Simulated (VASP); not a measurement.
# PtF2 (I4/mcm) in VASP: notebook, part 2 of 2

VASP 6.6.1.

**3. Single point, PBE, collinear spin**

The input, INCAR:

```
PREC     = Accurate       # precision mode
ENCUT    = 600            # plane-wave cutoff, eV
EDIFF    = 1E-6           # SCF threshold, eV
ISMEAR   = 0              # smearing method
SIGMA    = 0.1            # smearing width, eV
LREAL    = F              # projectors in reciprocal space
LASPH    = T              # aspherical terms in the spheres
NELM     = 200            # most SCF steps
ALGO     = Normal         # electronic algorithm
ISIF     = 2              # what is computed and relaxed
LWAVE    = F              # write WAVECAR
LCHARG   = F              # write CHGCAR
ISPIN    = 2              # spin polarisation
MAGMOM   = 1 1 0 0 0 0    # initial moments
LORBIT   = 11             # projections on sites
LMAXMIX  = 4              # l up to which the mixer works
GGA      = PE             # functional
NBANDS   = 37             # bands
GGA_COMPAT= F
```

The input, KPOINTS:

```
regular mesh
0
Gamma
  4 4 4
```

The input, POSCAR:

```
PtF2
1.0
   -3.0394763600      3.0394763600      2.7084507400
    3.0394763600     -3.0394763600      2.7084507400
    3.0394763600      3.0394763600     -2.7084507400
Pt F
2 4
Direct
    0.7500000000      0.7500000000      0.0000000000
    0.2500000000      0.2500000000      0.0000000000
    0.6739740700      0.1739740700      0.8479481300
    0.3260259300      0.8260259300      0.1520518700
    0.8260259300      0.6739740700      0.5000000000
    0.1739740700      0.3260259300      0.5000000000
```

Potentials or basis: VASP PAW PBE potentials, release 64 (Pt, F).

Launch:

```sh
cat potpaw_PBE.64/Pt/POTCAR potpaw_PBE.64/F/POTCAR > POTCAR
mpirun -np 1 vasp_std > vasp.out
```

OUTCAR:

```text
PREC = Accurate
   ENCUT = 600
   EDIFF = 1E-6
   ISMEAR = 0
   LREAL = F
   LASPH = T
   NELM = 200
   ISIF = 2
   ISPIN = 2
   LORBIT = 11
   GGA = PE

 ion  position               nearest neighbor table
   1  0.750  0.750  0.000-   4 2.62   3 2.62   5 2.62   5 2.62   6 2.62   6 2.62   3 2.62   4 2.62
                             2 2.71   2 2.71
   2  0.250  0.250  0.000-   4 2.62   3 2.62   6 2.62   6 2.62   5 2.62   5 2.62   3 2.62   4 2.62
                             1 2.71   1 2.71
   3  0.674  0.174  0.848-   2 2.62   1 2.62   1 2.62   2 2.62
   4  0.326  0.826  0.152-   2 2.62   1 2.62   1 2.62   2 2.62
   5  0.826  0.674  0.500-   2 2.62   1 2.62   1 2.62   2 2.62
   6  0.174  0.326  0.500-   1 2.62   2 2.62   2 2.62   1 2.62

  LATTYP: Found a body centered tetragonal cell.
 ALAT       =     6.0789527200
 C/A-ratio  =     0.8910912339

  Lattice vectors:

 A1 = (  -3.0394763600,   3.0394763600,   2.7084507400)
 A2 = (   3.0394763600,  -3.0394763600,   2.7084507400)
 A3 = (   3.0394763600,   3.0394763600,  -2.7084507400)

Analysis of symmetry for initial positions (statically):
=====================================================================
 Subroutine PRICEL returns:
 Original cell was already a primitive cell.

 Routine SETGRP: Setting up the symmetry group for a
 body centered tetragonal supercell.

 Subroutine GETGRP returns: Found 16 space group operations
 (whereof  8 operations were pure point group operations)
 out of a pool of 16 trial point group operations.

The static configuration has the point symmetry C_4h.
 The point group associated with its full space group is D_4h.

Analysis of symmetry for dynamics (positions and initial velocities):
=====================================================================
 Subroutine PRICEL returns:
 Original cell was already a primitive cell.

 Routine SETGRP: Setting up the symmetry group for a
 body centered tetragonal supercell.
[... 172 lines left out ...]

 spin component 1

 k-point     1 :       0.0000    0.0000    0.0000
  band No.  band energies     occupation
      1     -21.1184      1.00000
      2     -20.8613      1.00000
      3     -20.7965      1.00000
      4     -20.7965      1.00000
      5      -4.7601      1.00000
      6      -3.9040      1.00000
[... 496 lines left out ...]
     35      15.3104      0.00000
     36      15.9555      0.00000
 Fermi energy:         0.1731708001

 spin component 2

 k-point     1 :       0.0000    0.0000    0.0000
  band No.  band energies     occupation
      1     -20.6750      1.00000
      2     -20.4053      1.00000
      3     -20.3383      1.00000
      4     -20.3383      1.00000
      5      -4.2228      1.00000
      6      -3.3052      1.00000
[... 496 lines left out ...]
     35      15.3661      0.00000
     36      16.1257      0.00000
 [bands above 36 left out]

------------------------ aborting loop because EDIFF is reached ----------------------------------------

  FORCE on cell =-STRESS in cart. coord.  units (eV):
  Direction    XX          YY          ZZ          XY          YZ          ZX
  --------------------------------------------------------------------------------------
  -------------------------------------------------------------------------------------
  Total       -9.7882484     -9.7882484     -7.8213857      0.0000000     -0.0000000      0.0000000
  in kB     -156.6884883   -156.6884883   -125.2033102      0.0000000     -0.0000000      0.0000000
  external PRESSURE =    -146.1934290 kB  Pullay stress =       0.0000000 kB

 VOLUME and BASIS-vectors are now :
 -----------------------------------------------------------------------------
  energy-cutoff  :      600.00
  volume of cell :      100.09
      direct lattice vectors                 reciprocal lattice vectors
    -3.039476360  3.039476360  2.708450740     0.000000000  0.164502020  0.184607382
     3.039476360 -3.039476360  2.708450740     0.164502020  0.000000000  0.184607382
     3.039476360  3.039476360 -2.708450740     0.164502020  0.164502020  0.000000000

 POSITION                                       TOTAL-FORCE (eV/Angst)
 -----------------------------------------------------------------------------------
      0.00000      0.00000      4.06268        -0.000000      0.000000      0.000000
      0.00000      0.00000      1.35423        -0.000000      0.000000      0.000000
      1.05758      4.09706      0.00000         0.566009      0.566009     -0.000000
      1.98190     -1.05758      2.70845        -0.566009     -0.566009      0.000000
      1.05758      1.98190      2.70845         0.566009     -0.566009      0.000000
      1.98190      1.05758      0.00000        -0.566009      0.566009      0.000000
 -----------------------------------------------------------------------------------
    total drift:                               -0.000000      0.000000      0.000000

  FREE ENERGIE OF THE ION-ELECTRON SYSTEM (eV)
  ---------------------------------------------------
  free  energy   TOTEN  =       -19.7394554470 eV

  energy  without entropy=      -19.7132693896  energy(sigma->0) =      -19.72636242

 total charge

# of ion       s       p       d       tot
------------------------------------------
    1        0.355   0.207   7.802   8.364
    2        0.355   0.207   7.802   8.364
    3        1.745   4.183   0.000   5.928
    4        1.745   4.183   0.000   5.928
    5        1.745   4.183   0.000   5.928
    6        1.745   4.183   0.000   5.928
--------------------------------------------------
tot          7.691  17.145  15.604  40.439

 magnetization (x)

# of ion       s       p       d       tot
------------------------------------------
    1        0.001  -0.002   1.383   1.382
    2        0.001  -0.002   1.383   1.382
    3        0.001   0.234   0.000   0.236
    4        0.001   0.234   0.000   0.236
    5        0.001   0.234   0.000   0.236
    6        0.001   0.234   0.000   0.236
--------------------------------------------------
tot          0.009   0.934   2.766   3.708
```

stdout:

```text
POSCAR found type information on POSCAR PtF
 POSCAR found :  2 types and       6 ions
 scaLAPACK will be used
 LDA part: xc-table for (Slater+PW92), standard interpolation
 POSCAR, INCAR and KPOINTS ok, starting setup
 FFT: planning ... GRIDC
 FFT: planning ... GRID_SOFT
 FFT: planning ... GRID
 WAVECAR not read
 entering main loop
```

It took 2.7 min on 1 thread of Intel Xeon 8259CL, shared host; peak memory 0.35 GiB.

What came out:

| Property | Result |
| --- | --- |
| Free energy | -19.7395 eV |
| Pressure | -14.6 GPa |
| Largest force | 0.800 eV/Å |
| Net moment | 3.80 μB per cell |
| Site moments | Pt +1.38; F +0.24 μB |
| Valence electrons inside the program's atomic spheres | Pt 8.36; F 5.93 |

Forces in eV/Å, atoms in the order of the input:
```
Pt   0.000  0.000  0.000
Pt   0.000  0.000  0.000
F    0.566  0.566  0.000
F   -0.566 -0.566  0.000
F    0.566 -0.566  0.000
F   -0.566  0.566  0.000
```

Levels at points of the mesh, in eV from the Fermi level:
Spin up:
```csv
k point,band 23,band 24,band 25,band 26,band 27,band 28,band 29,band 30
"(0.00, 0.00, 0.00)",-0.96,-0.72,-0.66,-0.65,0.00,6.04,7.35,9.94
"(0.50, 0.00, 0.00)",-1.01,-1.01,-0.61,-0.61,2.37,2.37,9.38,9.38
"(0.50, 0.50, 0.00)",-0.81,-0.69,-0.49,0.07,1.91,6.40,6.51,6.55
"(0.50, 0.50, 0.50)",-0.53,-0.53,-0.48,0.24,3.06,5.51,6.76,7.38
```
Spin down:
| k point | band 20 | band 21 | band 22 | band 23 | band 24 | band 25 |
| --- | --- | --- | --- | --- | --- | --- |
| (0.00, 0.00, 0.00) | -0.44 | -0.12 | -0.01 | 0.02 | 0.13 | 0.13 |
| (0.50, 0.00, 0.00) | -0.76 | -0.38 | -0.38 | -0.23 | -0.23 | 0.35 |
| (0.50, 0.50, 0.00) | -0.27 | -0.26 | 0.02 | 0.11 | 0.18 | 0.51 |
| (0.50, 0.50, 0.50) | -0.11 | -0.11 | 0.30 | 0.47 | 0.47 | 0.53 |

Caveat: the k points lie up to 0.39 Å⁻¹ apart; spin-orbit coupling is left out, which moves the levels of the heavy elements.
